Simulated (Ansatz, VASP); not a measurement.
One calculation of SiO2, two programs

Contents of INCAR:

```
  PREC = Accurate
  ENCUT = 520
  EDIFF = 1E-6
  ISMEAR = 0
  SIGMA = 0.05
  LREAL = False
  LASPH = True
  NELM = 80
  ALGO = Normal
  ISIF = 2
  LWAVE = False
  LCHARG = False
  NBANDS = 34
```

The input KPOINTS:

```
regular mesh
0
Gamma
  6 6 4
```

The input POSCAR:

```
SiO2
1.0
    4.9631179144      0.0000000000      0.0000000000
   -2.4815589572      4.2981861959      0.0000000000
    0.0000000000      0.0000000000      5.4419821688
Si O
3 6
Direct
    0.0000000000      0.5000000000      0.3333333333
    0.5000000000      0.5000000000      0.6666666667
    0.5000000000      0.0000000000      0.0000000000
    0.5843949021      0.7921974511      0.8333333333
    0.7921974511      0.5843949021      0.5000000000
    0.7921974511      0.2078025489      0.1666666667
    0.4156050979      0.2078025489      0.8333333333
    0.2078025489      0.4156050979      0.5000000000
    0.2078025489      0.7921974511      0.1666666667
```

Input for Ansatz:

```yaml
crystal:
  lattice:
    - [4.9631179144, 0.0, 0.0]
    - [-2.4815589572, 4.2981861959, 0.0]
    - [0.0, 0.0, 5.4419821688]
  atoms:
    - { symbol: Si, position: [0.0, 0.5, 0.3333333333] }
    - { symbol: Si, position: [0.5, 0.5, 0.6666666667] }
    - { symbol: Si, position: [0.5, 0.0, 0.0] }
    - { symbol: O, position: [0.5843949021, 0.7921974511, 0.8333333333] }
    - { symbol: O, position: [0.7921974511, 0.5843949021, 0.5] }
    - { symbol: O, position: [0.7921974511, 0.2078025489, 0.1666666667] }
    - { symbol: O, position: [0.4156050979, 0.2078025489, 0.8333333333] }
    - { symbol: O, position: [0.2078025489, 0.4156050979, 0.5] }
    - { symbol: O, position: [0.2078025489, 0.7921974511, 0.1666666667] }
basis:
  ecutwfc: 420
kpoints:
  mp_grid: { grid: [6, 6, 4] }
hamiltonian:
  xc: lda
scf:
  occupations: { method: gaussian, width: 0.05 }
output:
  forces: true
  stress: true
  eigenvalues: true
```

Change from the starting cell: strain -0.015 along x and y, -0.015 along z, atoms carried along.

Alike in both runs: task single point; functional LDA; k mesh 6 × 6 × 4; occupations gaussian, width 0.05 eV; no spin polarisation.

```csv
,VASP,Ansatz
version,VASP 6.6.1,Ansatz 0.2.0
potentials or method,"VASP PAW LDA potentials, release 64 (Si, O), cutoff 520 eV","scalar-relativistic, plane waves, PAW"
valence electrons in the cell,48,48
```

|  | VASP | Ansatz | Ansatz less VASP |
| --- | --- | --- | --- |
| gap on the k mesh at the Fermi level (eV) | 5.69 | 5.70 | +0.005 |
| least direct gap on the mesh (eV) | 5.89 | 5.89 | +0.001 |
| pressure (GPa) | 10.0 | 9.3 | -0.69 |
| traceless stress, the component that is largest in VASP (GPa) | 0.10 | 0.05 | -0.049 |
| rms of the force components (eV/Å) | 0.188 | 0.184 | -0.0038 |

LDA's correlation is that of Perdew and Zunger in VASP and of Perdew and Wang (1992) in Ansatz. Atom by atom the forces differ by 0.004 eV/Å (rms over components).
